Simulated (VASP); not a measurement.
# MgBr3 (P4/mmm) in VASP: relaxation of cell and atoms with PBE

Aim: the relaxation of cell and atoms of MgBr3 with PBE.

Program: VASP 6.6.1. These are calculated values, not measurements. Logs are shortened: lines on timing, memory, paths and dates and some standing lists are left out, and cuts for length are marked.

### Step 1. The cell of the first run

It takes space group P4/mmm (No. 123, tetragonal). The conventional cell has a = 4.702 Å, b = 4.702 Å, c = 4.653 Å, α = 90.00°, β = 90.00°, γ = 90.00°. Within 4.3 Å of Mg (site symmetry 4/mmm) lie 12 Br at 3.31 to 3.32 Å. Br (site symmetry mmm) has 4 Mg at 3.31 Å and 8 Br at 3.31 to 3.32 Å within 4.3 Å. Br (site symmetry 4/mmm) has 8 Br at 3.31 Å and 4 Mg at 3.32 Å within 4.3 Å.

### Step 2. Relaxation of cell and atoms, PBE

INCAR

```
ALGO = Normal
EDIFF = 1E-7
EDIFFG = -0.01
ENCUT = 600
GGA = PE
IBRION = 2
ISIF = 3
ISMEAR = 0
LASPH = T
LCHARG = F
LREAL = F
LWAVE = F
NELM = 60
NSW = 100
PREC = Accurate
SIGMA = 0.1
```

KPOINTS

```
k-points
0
Gamma
  10 10 10
```

POSCAR

```
MgBr3
1.0
    4.7018030188      0.0000000000      0.0000000000
    0.0000000000      4.7018030188      0.0000000000
    0.0000000000      0.0000000000      4.6534750462
Mg Br
1 3
Direct
    0.0000000000      0.0000000000      0.0000000000
    0.0000000000      0.5000000000      0.5000000000
    0.5000000000      0.0000000000      0.5000000000
    0.5000000000      0.5000000000      0.0000000000
```

Potentials or basis: VASP PAW PBE potentials, release 64 (Mg, Br).

Command:

```
$ cat potpaw_PBE.64/Mg/POTCAR potpaw_PBE.64/Br/POTCAR > POTCAR
$ mpirun -np 1 vasp_std > vasp.out
```

OUTCAR:

```text
EDIFF = 1E-7
   EDIFFG = -0.01
   ENCUT = 600
   GGA = PE
   IBRION = 2
   ISIF = 3
   ISMEAR = 0
   LASPH = T
   LREAL = F
   NELM = 60
   NSW = 100
   PREC = Accurate

 ion  position               nearest neighbor table
   1  0.000  0.000  0.000-
   2  0.000  0.500  0.500-
   3  0.500  0.000  0.500-
   4  0.500  0.500  0.000-

  LATTYP: Found a simple tetragonal cell.
 ALAT       =     4.7018030188
 C/A-ratio  =     0.9897213957

  Lattice vectors:

 A1 = (   4.7018030188,   0.0000000000,   0.0000000000)
 A2 = (   0.0000000000,   4.7018030188,   0.0000000000)
 A3 = (   0.0000000000,   0.0000000000,   4.6534750462)

Analysis of symmetry for initial positions (statically):
=====================================================================
 Subroutine PRICEL returns:
 Original cell was already a primitive cell.

 Routine SETGRP: Setting up the symmetry group for a
 simple tetragonal supercell.

 Subroutine GETGRP returns: Found 16 space group operations
 (whereof 16 operations were pure point group operations)
 out of a pool of 16 trial point group operations.

The static configuration has the point symmetry D_4h.

Analysis of symmetry for dynamics (positions and initial velocities):
=====================================================================
 Subroutine PRICEL returns:
 Original cell was already a primitive cell.

 Routine SETGRP: Setting up the symmetry group for a
 simple tetragonal supercell.

 Subroutine GETGRP returns: Found 16 space group operations
 (whereof 16 operations were pure point group operations)
 out of a pool of 16 trial point group operations.

The dynamic configuration has the point symmetry D_4h.

 Subroutine INISYM returns: Found 16 space group operations
 (whereof 16 operations are pure point group operations),
 and found     1 'primitive' translations

----------------------------------------------------------------------------------------

                                     Primitive cell

  volume of cell :     102.8741

  direct lattice vectors                    reciprocal lattice vectors
     4.701803019  0.000000000  0.000000000     0.212684367  0.000000000  0.000000000
     0.000000000  4.701803019  0.000000000     0.000000000  0.212684367  0.000000000
     0.000000000  0.000000000  4.653475046     0.000000000  0.000000000  0.214893169

  length of vectors
     4.701803019  4.701803019  4.653475046     0.212684367  0.212684367  0.214893169

  position of ions in fractional coordinates (direct lattice)
     0.000000000  0.000000000  0.000000000
     0.000000000  0.500000000  0.500000000
     0.500000000  0.000000000  0.500000000
     0.500000000  0.500000000  0.000000000

  ion indices of the primitive-cell ions
   primitive index   ion index
                 1           1
                 2           2
                 3           3
                 4           4

----------------------------------------------------------------------------------------

 KPOINTS: k-points

Automatic generation of k-mesh.
 Grid dimensions read from file:
 generate k-points for:   10   10   10

 Generating k-lattice:

  Cartesian coordinates                     Fractional coordinates (reciprocal lattice)
     0.021268437  0.000000000  0.000000000     0.100000000  0.000000000  0.000000000
     0.000000000  0.021268437  0.000000000     0.000000000  0.100000000  0.000000000
     0.000000000  0.000000000  0.021489317     0.000000000  0.000000000  0.100000000

  Length of vectors
     0.021268437  0.021268437  0.021489317

  Shift w.r.t. Gamma in fractional coordinates (k-lattice)
     0.000000000  0.000000000  0.000000000

 Subroutine IBZKPT returns following result:
 ===========================================

 Found    126 irreducible k-points:

 Following reciprocal coordinates:
            Coordinates               Weight
  0.000000  0.000000  0.000000      1.000000
  0.100000  0.000000  0.000000      4.000000
  0.200000  0.000000  0.000000      4.000000
  0.300000  0.000000  0.000000      4.000000
  0.400000  0.000000  0.000000      4.000000
  0.500000  0.000000  0.000000      2.000000
[... 16 lines left out ...]
  0.100000  0.000000  0.100000      8.000000
  0.200000  0.000000  0.100000      8.000000
 [... further k-points ...]
   k-points           NKPTS =    126   k-points in BZ     NKDIM =    126   number of bands    NBANDS=     15
   number of dos      NEDOS =    301   number of ions     NIONS =      4
   total plane-waves  NPLWV =  64000
   dimension x,y,z NGX =    40 NGY =   40 NGZ =   40
   dimension x,y,z NGXF=    80 NGYF=   80 NGZF=   80
   ions per type =               1   3
   NGX,Y,Z   is equivalent  to a cutoff of  14.14, 14.14, 14.29 a.u.
   NGXF,Y,Z  is equivalent  to a cutoff of  28.29, 28.29, 28.58 a.u.
 SYSTEM =  unknown system
   PREC   = accura    normal or accurate (medium, high low for compatibility)
   ISTART =      0    job   : 0-new  1-cont  2-samecut
   ICHARG =      2    charge: 1-file 2-atom 10-const
   ISPIN  =      1    spin polarized calculation?
   LNONCOLLINEAR =      F non collinear calculations
   LSORBIT =      F    spin-orbit coupling
   LASPH  =      T    aspherical Exc in radial PAW
   ENCUT  =  600.0 eV  44.10 Ry    6.64 a.u.   9.39  9.39  9.29*2*pi/ulx,y,z
   NELM   =     60;   NELMIN=  2; NELMDL= -5     # of ELM steps
   EDIFF  = 0.1E-06   stopping-criterion for ELM
   LREAL  =      F    real-space projection
   EDIFFG = -.1E-01   stopping-criterion for IOM
   NSW    =    100    number of steps for IOM
   IBRION =      2    ionic relax: 0-MD 1-quasi-New 2-CG
   NFREE  =      1    steps in history (QN), initial steepest desc. (CG)
   ISIF   =      3    stress and relaxation
   ISYM   =      2    0-nonsym 1-usesym 2-fastsym
   POTIM  = 0.5000    time-step for ionic-motion
   TEBEG  =    0.0;   TEEND  =   0.0 temperature during run
   PSTRESS=    0.0 pullay stress
   NELECT =      23.0000    total number of electrons
   NUPDOWN=      -1.0000    fix difference up-down
   EMIN   =  10.00;   EMAX   =-10.00  energy-range for DOS
   EFERMI =   0.00;   METHOD = LEGACY
   ISMEAR =     0;   SIGMA  =   0.10  broadening in eV -4-tet -1-fermi 0-gaus
   EFERMI_NEDOS =   21; number of points for ismear=-14 and -15
   IALGO  =     38    algorithm
   IMIX   =      4    mixing-type and parameters
     AMIX     =   0.40;   BMIX     =  1.00
     AMIX_MAG =   1.60;   BMIX_MAG =  1.00
  volume/ion in A,a.u.               =      25.72       173.56
  Fermi-wavevector in a.u.,A,eV,Ry     =   0.993609  1.877648 13.432462  0.987258
  Thomas-Fermi vector in A             =   2.125502
   LORBIT       =      0    0 simple, 1 ext, 2 COOP (PROOUT), +10 PAW based schemes
   GGA     = PE    functional components
   LHFCALC =     F    Hartree Fock is set to
   AEXX    =    0.0000 exact exchange contribution
   IVDW    =     0    specifies the selected vdW correction
   LEPSILON=     F    determine dielectric tensor
   LRPA    =     F    only Hartree local field effects (RPA)
 conjugate gradient relaxation of ions
 non-spin polarized calculation
 Gauss-broadening in eV      SIGMA  =   0.10
  energy-cutoff  :      600.00
  volume of cell :      102.87
 maximum number of plane-waves:      3466
 NGX is ok and might be reduce to    40
   NGX = 19   NGY = 19   NGZ = 19

--------------------------------------- Ionic step        1  -------------------------------------------

 number of electron      22.9999997 magnetization

 Free energy of the ion-electron system (eV)
  ---------------------------------------------------
  ext. energy  EPLUGINS =         0.00000000
  ---------------------------------------------------
  free energy    TOTEN  =        -7.25621138 eV

  energy without entropy =       -7.22297182  energy(sigma->0) =       -7.23959160

------------------------ aborting loop because EDIFF is reached ----------------------------------------

  FORCE on cell =-STRESS in cart. coord.  units (eV):
  Direction    XX          YY          ZZ          XY          YZ          ZX
  --------------------------------------------------------------------------------------
  -------------------------------------------------------------------------------------
  Total        0.6461476      0.6461476      0.3183886      0.0000000      0.0000000      0.0000000
  in kB       10.0631985     10.0631985      4.9586312      0.0000000      0.0000000      0.0000000
  external PRESSURE =       8.3616761 kB  Pullay stress =       0.0000000 kB
[... 95 lines left out ...]
  FREE ENERGIE OF THE ION-ELECTRON SYSTEM (eV)
  ---------------------------------------------------
  free  energy   TOTEN  =        -7.2639761107 eV

  energy  without entropy=       -7.2296855990  energy(sigma->0) =       -7.24683085

[... ionic steps 4 to 12 ...]

--------------------------------------- Ionic step       13  -------------------------------------------

 number of electron      23.0000000 magnetization

------------------------ aborting loop because EDIFF is reached ----------------------------------------
[... 71 lines left out ...]
--------------------------------------- Ionic step       15  -------------------------------------------

 number of electron      22.9999996 magnetization

 Free energy of the ion-electron system (eV)
  ---------------------------------------------------
  ext. energy  EPLUGINS =         0.00000000
  ---------------------------------------------------
  free energy    TOTEN  =        -7.38041466 eV

  energy without entropy =       -7.35361058  energy(sigma->0) =       -7.36701262

 E-fermi :   2.3190     XC(G=0):  -8.9173

 val. band max:        2.3172064421   @ k =   0.1000   0.0000   0.1000
 cond. band min:       2.3212754502   @ k =   0.5000   0.2000   0.5000
 fundamental gap:      0.0040690081
 Fermi energy:         2.3189723270

 k-point     1 :       0.0000    0.0000    0.0000
  band No.  band energies     occupation
      1     -12.9800      2.00000
      2     -11.7330      2.00000
      3     -11.0566      2.00000
      4      -2.1133      2.00000
      5      -2.1133      2.00000
      6      -1.0302      2.00000
      7       0.3045      2.00000
      8       0.3045      2.00000
      9       0.7585      2.00000
     10       1.6273      2.00000
     11       2.2012      1.90422
     12       2.5034      0.00909
     13       2.5034      0.00909
     14       7.2984      0.00000
[... 401 lines left out ...]
      2     -11.8071      2.00000
      3     -11.1509      2.00000
      4      -1.9804      2.00000
      5      -1.8980      2.00000
      6      -0.9303      2.00000
      7       0.0179      2.00000
      8       0.0335      2.00000
      9       0.4434      2.00000
     10       1.3491      2.00000
     11       2.2735      1.48006
     12       2.3459      0.70340
     13       2.8341      0.00000
     14       7.5690      0.00000
     15       7.9253      0.00000

 [... further k-points ...]
[... 5 lines left out ...]
  --------------------------------------------------------------------------------------
  -------------------------------------------------------------------------------------
  Total        0.0046760      0.0046760      0.0138372      0.0000000      0.0000000      0.0000000
  in kB        0.0719246      0.0719246      0.2128393      0.0000000      0.0000000      0.0000000
  external PRESSURE =       0.1188961 kB  Pullay stress =       0.0000000 kB
[... 19 lines left out ...]
  FREE ENERGIE OF THE ION-ELECTRON SYSTEM (eV)
  ---------------------------------------------------
  free  energy   TOTEN  =        -7.3804146557 eV

  energy  without entropy=       -7.3536105794  energy(sigma->0) =       -7.36701262

 reached required accuracy - stopping structural energy minimisation
```

Wall time 16 min (1 thread of Intel Xeon 6975P-C (Granite Rapids), shared host); peak memory 0.41 GiB.

What came out:

- Free energy: -7.3804 eV
- Relaxed volume: 26.04 Å³/atom
- Relaxed cell: a = 5.036 Å, b = 5.036 Å, c = 4.108 Å, α = 90.00°, β = 90.00°, γ = 90.00°
- Space group after relaxing (to 0.1 Å): P4/mmm (No. 123)
- Energy gained by relaxing: 31.1 meV/atom
- Ionic steps: 15
- Pressure after relaxing: 0.0 GPa
- Band gap on the k mesh: zero (an odd number of electrons rules out a gap without spin polarisation)

The path:
```csv
step,energy change (eV),largest force (eV/Å),pressure (GPa),volume (Å³)
1,0.0000,0.0000,0.84,102.87
2,-0.0072,0.0000,0.15,104.89
3,-0.0078,0.0000,-0.07,105.61
4,-0.0101,0.0000,-0.10,105.71
5,-0.0207,0.0000,-0.21,105.98
6,-0.0533,0.0000,-0.43,106.43
7,-0.1104,0.0000,-0.76,107.00
8,-0.1163,0.0000,-0.85,107.10
9,-0.1160,0.0000,-0.83,107.09
10,-0.1178,0.0000,-0.76,106.80
11,-0.1205,0.0000,-0.55,105.91
12,-0.1205,0.0000,-0.51,105.77
13,-0.1218,0.0000,-0.42,105.47
14,-0.1240,0.0000,-0.13,104.58
15,-0.1242,0.0000,0.01,104.16
```

Final structure:
```yaml
crystal:
  lattice:
    - [5.03573, 0.00000, 0.00000]
    - [0.00000, 5.03573, 0.00000]
    - [0.00000, 0.00000, 4.10755]
  atoms:
    - { symbol: Mg, position: [0.00000, 0.00000, 0.00000] }
    - { symbol: Br, position: [0.00000, 0.50000, 0.50000] }
    - { symbol: Br, position: [0.50000, 0.00000, 0.50000] }
    - { symbol: Br, position: [0.50000, 0.50000, 0.00000] }
```

Levels at points of the mesh, in eV from the Fermi level:
```tsv
k point	band 9	band 10	band 11	band 12	band 13	band 14
(0.00, 0.00, 0.00)	-1.56	-0.69	-0.12	0.18	0.18	4.98
(0.50, 0.00, 0.00)	-2.06	-1.83	-0.47	0.19	1.89	3.55
(0.50, 0.50, 0.00)	-2.04	-1.57	-1.25	-0.82	2.69	4.81
(0.00, 0.00, 0.50)	-2.29	-2.18	-1.23	-1.23	2.31	2.82
(0.50, 0.00, 0.50)	-2.21	-2.17	-0.01	0.15	1.45	3.56
(0.50, 0.50, 0.50)	-0.66	-0.46	0.03	0.03	0.54	6.43
```

Caveat: an odd number of electrons without spin polarisation forces a metal; a magnetic or distorted state may lie lower.
